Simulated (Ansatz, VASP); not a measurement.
**Two plane-wave programs on Si**

```
Si
1.0
     0.00000    5.43000    5.43000
     5.43000    0.00000    5.43000
     5.43000    5.43000    0.00000
Si
17
Direct
  0.99197 0.99210 0.02446
  0.12253 0.12275 0.13462
  0.00122 0.00151 0.50685
  0.11605 0.11621 0.65161
  0.01810 0.49400 0.99502
  0.12325 0.62074 0.13440
  0.00136 0.49050 0.50660
  0.16414 0.60754 0.62077
  0.49381 0.01821 0.99517
  0.62062 0.12343 0.13441
  0.49030 0.00161 0.50658
  0.60726 0.16441 0.62095
  0.49446 0.49463 0.99452
  0.65100 0.65111 0.04871
  0.52303 0.52329 0.43025
  0.60738 0.60748 0.62063
  0.78870 0.78912 0.63293
```

Alike in both runs: functional PBE; k mesh 2 × 2 × 2; occupations gaussian, width 0.05 eV; no spin polarisation.

Ansatz relaxed the structure, and its values are those at the end. VASP's run is a single point on that final structure, the one shown.

|  | VASP | Ansatz |
| --- | --- | --- |
| version | VASP 6.6.1 | Ansatz 0.2.0 |
| potentials or method | VASP PAW PBE potentials, release 64 (Si), cutoff 520 eV | scalar-relativistic, plane waves, PAW |
| valence electrons in the cell | 68 | 68 |

|  | VASP | Ansatz | Ansatz less VASP |
| --- | --- | --- | --- |
| rms of the force components (eV/Å) | 0.008 | 0.008 | -0.0002 |

With one functional, cell and mesh, what is left measures potentials, basis and numerics.

The k mesh is coarse, so the values compare programs but aren't converged.
